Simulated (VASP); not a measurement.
A run of VASP 6.6.1 is set up as follows.

The input INCAR:

```
ALGO = Normal ; EDIFF = 1E-6
ENCUT = 500 ; GGA = PE
GGA_COMPAT = F ; ISIF = 2
ISMEAR = 0 ; IVDW = 12
LASPH = T ; LCHARG = T
LELF = T ; LREAL = F
LVHAR = T ; LWAVE = F
NBANDS = 32 ; NELM = 120
PREC = Accurate ; SIGMA = 0.1
```

The input KPOINTS:

```
k-points
0
Gamma
  6 6 6
```

Contents of POSCAR:

```
Bi2Se3
1.0
    2.0750243401      1.1980158614      9.4233160393
   -2.0750243401      1.1980158614      9.4233160393
    0.0000000000     -2.3960317227      9.4233160393
Bi Se
2 3
Direct
    0.4011588695      0.4011588695      0.4011588695
    0.5988411305      0.5988411305      0.5988411305
    0.0000000000      0.0000000000      0.0000000000
    0.2099420228      0.2099420228      0.2099420228
    0.7900579772      0.7900579772      0.7900579772
```

Potentials or basis: VASP PAW PBE potentials, release 64 (Bi_d, Se).

Launch:

```console
$ cat potpaw_PBE.64/Bi_d/POTCAR potpaw_PBE.64/Se/POTCAR > POTCAR
$ mpirun -np 1 vasp_std > vasp.out
```

Question: What does it give for the band gap on the k mesh?

Answer: 0.13 eV.

Question: Estimate the dispersion energy per atom.

Answer: -0.405 eV.

Question: What does it give for the largest force?

Answer: 0.023 eV/Å.

Stress tensor (GPa, compression positive):
```
-0.06  0.00  0.00
 0.00 -0.06  0.00
 0.00  0.00  0.11
```

Caveat: spin-orbit coupling is left out, which moves the levels of the heavy elements. A k mesh can miss the band edges.
